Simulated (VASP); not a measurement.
# SiO2 (Fddd) in VASP: a series of runs

Runs on SiO2. Level: LDA. Tasks: single point.

Everything below comes from runs of VASP 6.6.1. Logs are shortened: lines on timing, memory, paths and dates and some standing lists are left out, and cuts for length are marked.

## Step 1: The cell of the first run

Symmetry: Fddd, No. 70, orthorhombic system. The conventional cell has a = 4.694 Å, b = 9.397 Å, c = 14.684 Å, α = 90.00°, β = 90.00°, γ = 90.00°. Within 2.1 Å of Si (site symmetry 2) lie 4 O at 1.60 to 1.61 Å. Within 2.1 Å of O (site symmetry -1) lie 2 Si at 1.60 Å. Within 2.1 Å of O (site symmetry 2) lie 2 Si at 1.61 Å.

## Step 2: Single point, LDA

Input file INCAR:

```
SYSTEM = SiO2
ALGO = Normal
EDIFF = 1E-7
ENCUT = 520
ISIF = 2
ISMEAR = 0
LASPH = .TRUE.
LCHARG = .TRUE.
LELF = .TRUE.
LREAL = .FALSE.
LVHAR = .TRUE.
LWAVE = .FALSE.
NBANDS = 44
NELM = 100
PREC = Accurate
SIGMA = 0.01
```

Input file KPOINTS:

```
k-points
0
G
  6 6 6
  0 0 0
```

Input file POSCAR:

```
SiO2
1.0
    0.0000000000      4.6986710264      7.3419730999
    2.3471506475      0.0000000000      7.3419730999
    2.3471506475      4.6986710264      0.0000000000
Si O
4 8
Direct
    0.5630813198      0.5630813198      0.9369186802
    0.3130813198      0.3130813198      0.6869186802
    0.6869186802      0.6869186802      0.3130813198
    0.9369186802      0.9369186802      0.5630813198
    0.6250000000      0.1250000000      0.6250000000
    0.6250000000      0.6250000000      0.1250000000
    0.6250000000      0.6250000000      0.6250000000
    0.1250000000      0.6250000000      0.6250000000
    0.1856413953      0.8143586047      0.1856413953
    0.8143586047      0.1856413953      0.8143586047
    0.4356413953      0.0643586047      0.4356413953
    0.0643586047      0.4356413953      0.0643586047
```

Potentials or basis: VASP PAW LDA potentials, release 64 (Si, O).

The run is started by

```console
> cat potpaw_LDA.64/Si/POTCAR potpaw_LDA.64/O/POTCAR > POTCAR
> mpirun -np 1 vasp_std > vasp.out
```

OUTCAR:

```text
SYSTEM = SiO2
   EDIFF = 1E-7
   ENCUT = 520
   ISIF = 2
   ISMEAR = 0
   LASPH = .TRUE.
   LREAL = .FALSE.
   NELM = 100
   PREC = Accurate

 ion  position               nearest neighbor table
   1  0.563  0.563  0.937-   6 1.60   7 1.60   9 1.61  10 1.61   4 2.99   4 2.99
   2  0.313  0.313  0.687-   5 1.60   8 1.60  11 1.61  12 1.61   3 2.99   3 2.99
   3  0.687  0.687  0.313-   6 1.60   7 1.60  11 1.61  12 1.61   2 2.99   2 2.99
   4  0.937  0.937  0.563-   5 1.60   8 1.60   9 1.61  10 1.61   1 2.99   1 2.99
   5  0.625  0.125  0.625-   2 1.60   4 1.60
   6  0.625  0.625  0.125-   1 1.60   3 1.60
   7  0.625  0.625  0.625-   1 1.60   3 1.60
   8  0.125  0.625  0.625-   2 1.60   4 1.60
   9  0.186  0.814  0.186-   1 1.61   4 1.61
  10  0.814  0.186  0.814-   1 1.61   4 1.61
  11  0.436  0.064  0.436-   2 1.61   3 1.61
  12  0.064  0.436  0.064-   2 1.61   3 1.61

  LATTYP: Found a face centered orthorhombic cell.
 ALAT       =     4.6943012950
 B/A-ratio  =     2.0018617175
 C/A-ratio  =     3.1280365867

  Lattice vectors:

 A1 = (   0.0000000000,   4.6986710264,   7.3419730999)
 A2 = (   2.3471506475,   0.0000000000,   7.3419730999)
 A3 = (   2.3471506475,   4.6986710264,   0.0000000000)

Analysis of symmetry for initial positions (statically):
=====================================================================
 Subroutine PRICEL returns:
 Original cell was already a primitive cell.

 Routine SETGRP: Setting up the symmetry group for a
 face centered orthorhombic supercell.

 Subroutine GETGRP returns: Found  8 space group operations
 (whereof  4 operations were pure point group operations)
 out of a pool of  8 trial point group operations.

The static configuration has the point symmetry D_2 .
 The point group associated with its full space group is D_2h.

Analysis of symmetry for dynamics (positions and initial velocities):
=====================================================================
 Subroutine PRICEL returns:
 Original cell was already a primitive cell.

 Routine SETGRP: Setting up the symmetry group for a
 face centered orthorhombic supercell.

 Subroutine GETGRP returns: Found  8 space group operations
 (whereof  4 operations were pure point group operations)
 out of a pool of  8 trial point group operations.

The dynamic configuration has the point symmetry D_2 .
 The point group associated with its full space group is D_2h.

 Subroutine INISYM returns: Found  8 space group operations
 (whereof  4 operations are pure point group operations),
 and found     1 'primitive' translations

----------------------------------------------------------------------------------------

                                     Primitive cell

  volume of cell :     161.9417

  direct lattice vectors                    reciprocal lattice vectors
     0.000000000  4.698671026  7.341973100    -0.213024247  0.106413068  0.068101584
     2.347150647  0.000000000  7.341973100     0.213024247 -0.106413068  0.068101584
     2.347150647  4.698671026  0.000000000     0.213024247  0.106413068 -0.068101584

  length of vectors
     8.716769953  7.708027320  5.252297171     0.247670945  0.247670945  0.247670945

  position of ions in fractional coordinates (direct lattice)
     0.563081320  0.563081320  0.936918680
     0.313081320  0.313081320  0.686918680
     0.686918680  0.686918680  0.313081320
     0.936918680  0.936918680  0.563081320
     0.625000000  0.125000000  0.625000000
     0.625000000  0.625000000  0.125000000
     0.625000000  0.625000000  0.625000000
     0.125000000  0.625000000  0.625000000
     0.185641395  0.814358605  0.185641395
     0.814358605  0.185641395  0.814358605
     0.435641395  0.064358605  0.435641395
     0.064358605  0.435641395  0.064358605

  ion indices of the primitive-cell ions
   primitive index   ion index
                 1           1
                 2           2
                 3           3
                 4           4
                 5           5
                 6           6
                 7           7
                 8           8
                 9           9
                10          10
                11          11
                12          12

----------------------------------------------------------------------------------------

 KPOINTS: k-points

Automatic generation of k-mesh.
 Grid dimensions read from file:
 generate k-points for:    6    6    6

 Generating k-lattice:

  Cartesian coordinates                     Fractional coordinates (reciprocal lattice)
    -0.035504041  0.017735511  0.011350264     0.166666667  0.000000000  0.000000000
     0.035504041 -0.017735511  0.011350264     0.000000000  0.166666667  0.000000000
     0.035504041  0.017735511 -0.011350264     0.000000000  0.000000000  0.166666667

  Length of vectors
     0.041278491  0.041278491  0.041278491

  Shift w.r.t. Gamma in fractional coordinates (k-lattice)
     0.000000000  0.000000000  0.000000000

 Subroutine IBZKPT returns following result:
 ===========================================

 Found     46 irreducible k-points:

 Following reciprocal coordinates:
            Coordinates               Weight
  0.000000  0.000000  0.000000      1.000000
  0.166667  0.000000  0.000000      8.000000
  0.333333  0.000000  0.000000      8.000000
  0.500000  0.000000 -0.000000      4.000000
  0.166667  0.166667  0.000000      2.000000
  0.333333  0.166667  0.000000      8.000000
[... 16 lines left out ...]
 -0.166667  0.166667  0.166667      8.000000
  0.500000  0.333333  0.166667      4.000000
 [... further k-points ...]
   k-points           NKPTS =     46   k-points in BZ     NKDIM =     46   number of bands    NBANDS=     44
   number of dos      NEDOS =    301   number of ions     NIONS =     12
   total plane-waves  NPLWV = 168000
   dimension x,y,z NGX =    70 NGY =   60 NGZ =   40
   dimension x,y,z NGXF=   140 NGYF=  120 NGZF=   80
   ions per type =               4   8
   NGX,Y,Z   is equivalent  to a cutoff of  13.35, 12.94, 12.66 a.u.
   NGXF,Y,Z  is equivalent  to a cutoff of  26.70, 25.88, 25.32 a.u.
 SYSTEM =  SiO2
   PREC   = accura    normal or accurate (medium, high low for compatibility)
   ISTART =      0    job   : 0-new  1-cont  2-samecut
   ICHARG =      2    charge: 1-file 2-atom 10-const
   ISPIN  =      1    spin polarized calculation?
   LNONCOLLINEAR =      F non collinear calculations
   LSORBIT =      F    spin-orbit coupling
   LASPH  =      T    aspherical Exc in radial PAW
   ENCUT  =  520.0 eV  38.22 Ry    6.18 a.u.  16.21 14.33  9.77*2*pi/ulx,y,z
   NELM   =    100;   NELMIN=  2; NELMDL= -5     # of ELM steps
   EDIFF  = 0.1E-06   stopping-criterion for ELM
   LREAL  =      F    real-space projection
   EDIFFG = 0.1E-05   stopping-criterion for IOM
   NSW    =      0    number of steps for IOM
   IBRION =     -1    ionic relax: 0-MD 1-quasi-New 2-CG
   NFREE  =      0    steps in history (QN), initial steepest desc. (CG)
   ISIF   =      2    stress and relaxation
   ISYM   =      2    0-nonsym 1-usesym 2-fastsym
   POTIM  = 0.5000    time-step for ionic-motion
   TEBEG  =    0.0;   TEEND  =   0.0 temperature during run
   PSTRESS=    0.0 pullay stress
   NELECT =      64.0000    total number of electrons
   NUPDOWN=      -1.0000    fix difference up-down
   EMIN   =  10.00;   EMAX   =-10.00  energy-range for DOS
   EFERMI =   0.00;   METHOD = LEGACY
   ISMEAR =     0;   SIGMA  =   0.01  broadening in eV -4-tet -1-fermi 0-gaus
   EFERMI_NEDOS =   21; number of points for ismear=-14 and -15
   IALGO  =     38    algorithm
   IMIX   =      4    mixing-type and parameters
     AMIX     =   0.40;   BMIX     =  1.00
     AMIX_MAG =   1.60;   BMIX_MAG =  1.00
  volume/ion in A,a.u.               =      13.50        91.07
  Fermi-wavevector in a.u.,A,eV,Ry     =   1.201384  2.270287 19.637613  1.443324
  Thomas-Fermi vector in A             =   2.337194
   LORBIT       =      0    0 simple, 1 ext, 2 COOP (PROOUT), +10 PAW based schemes
   GGA     = CA    functional components
   LHFCALC =     F    Hartree Fock is set to
   AEXX    =    0.0000 exact exchange contribution
   IVDW    =     0    specifies the selected vdW correction
   LEPSILON=     F    determine dielectric tensor
   LRPA    =     F    only Hartree local field effects (RPA)
 non-spin polarized calculation
 Gauss-broadening in eV      SIGMA  =   0.01
  energy-cutoff  :      520.00
  volume of cell :      161.94
 maximum number of plane-waves:      4388
 NGX is ok and might be reduce to    70
   NGX = 33   NGY = 29   NGZ = 19

 number of electron      64.0000004 magnetization

 Free energy of the ion-electron system (eV)
  ---------------------------------------------------
  ext. energy  EPLUGINS =         0.00000000
  ---------------------------------------------------
  free energy    TOTEN  =      -103.69180305 eV

  energy without entropy =     -103.69180305  energy(sigma->0) =     -103.69180305

 E-fermi :   0.4282     XC(G=0):  -9.3541

 val. band max:        0.2992203865   @ k =   0.0000   0.0000   0.0000
 cond. band min:       5.9005841214   @ k =   0.0000   0.0000   0.0000
 fundamental gap:      5.6013637348
 Fermi energy:         0.4282424331

 k-point     1 :       0.0000    0.0000    0.0000
  band No.  band energies     occupation
      1     -18.9284      2.00000
      2     -17.9647      2.00000
      3     -17.9501      2.00000
      4     -16.8054      2.00000
      5     -16.7585      2.00000
      6     -16.6712      2.00000
[... 36 lines left out ...]
     43      11.9379      0.00000
     44      12.5766      0.00000
[... 1040 lines left out ...]
      4     -17.0000      2.00000
      5     -16.7788      2.00000
      6     -16.7293      2.00000
[... 36 lines left out ...]
     43      12.0952      0.00000
     44      12.4135      0.00000

 [... further k-points ...]

------------------------ aborting loop because EDIFF is reached ----------------------------------------

  FORCE on cell =-STRESS in cart. coord.  units (eV):
  Direction    XX          YY          ZZ          XY          YZ          ZX
  --------------------------------------------------------------------------------------
  -------------------------------------------------------------------------------------
  Total        0.7137334      0.4562546      0.6432757      0.0000000      0.0000000      0.0000000
  in kB        7.0613508      4.5139743      6.3642749      0.0000000      0.0000000      0.0000000
  external PRESSURE =       5.9798667 kB  Pullay stress =       0.0000000 kB

 VOLUME and BASIS-vectors are now :
 -----------------------------------------------------------------------------
  energy-cutoff  :      520.00
  volume of cell :      161.94
      direct lattice vectors                 reciprocal lattice vectors
     0.000000000  4.698671026  7.341973100    -0.213024247  0.106413068  0.068101584
     2.347150647  0.000000000  7.341973100     0.213024247 -0.106413068  0.068101584
     2.347150647  4.698671026  0.000000000     0.213024247  0.106413068 -0.068101584

 POSITION                                       TOTAL-FORCE (eV/Angst)
 -----------------------------------------------------------------------------------
      3.52073      7.04801      8.26826         0.000000      0.000000      0.036710
      2.34715      4.69867      4.59727        -0.000000     -0.000000      0.036710
      2.34715      4.69867     10.08668        -0.000000     -0.000000     -0.036710
      3.52073      7.04801     13.75766         0.000000      0.000000     -0.036710
      1.76036      5.87334      5.50648         0.000000      0.000000      0.000000
      1.76036      3.52400      9.17747        -0.000000     -0.000000      0.000000
      2.93394      5.87334      9.17747         0.000000     -0.000000      0.000000
      2.93394      3.52400      5.50648        -0.000000      0.000000      0.000000
      2.34715      1.74454      7.34197         0.000000     -0.035661      0.000000
      2.34715      7.65281      7.34197         0.000000      0.035661      0.000000
      1.17358      4.09387      3.67099        -0.000000     -0.035661      0.000000
      1.17358      0.60480      3.67099        -0.000000      0.035661      0.000000
 -----------------------------------------------------------------------------------
    total drift:                               -0.000000      0.000000     -0.000000

  FREE ENERGIE OF THE ION-ELECTRON SYSTEM (eV)
  ---------------------------------------------------
  free  energy   TOTEN  =      -103.6918030477 eV

  energy  without entropy=     -103.6918030477  energy(sigma->0) =     -103.69180305
```

It took 15 min on 1 thread of AMD EPYC 7R43 (Zen 3), shared host; peak memory 0.41 GiB.

What came out:

| Property | Result |
| --- | --- |
| Free energy | -103.6918 eV |
| Pressure | 0.6 GPa |
| Largest force | 0.037 eV/Å |
| Band gap on the k mesh | 5.60 eV |

Forces in eV/Å, atoms in the order of the input:
```
Si   0.000  0.000  0.037
Si   0.000  0.000  0.037
Si   0.000  0.000 -0.037
Si   0.000  0.000 -0.037
O    0.000  0.000  0.000
O    0.000  0.000  0.000
O    0.000  0.000  0.000
O    0.000  0.000  0.000
O    0.000 -0.036  0.000
O    0.000  0.036  0.000
O    0.000 -0.036  0.000
O    0.000  0.036  0.000
```

A k mesh can miss the band edges.

[end of part 1 of 2]
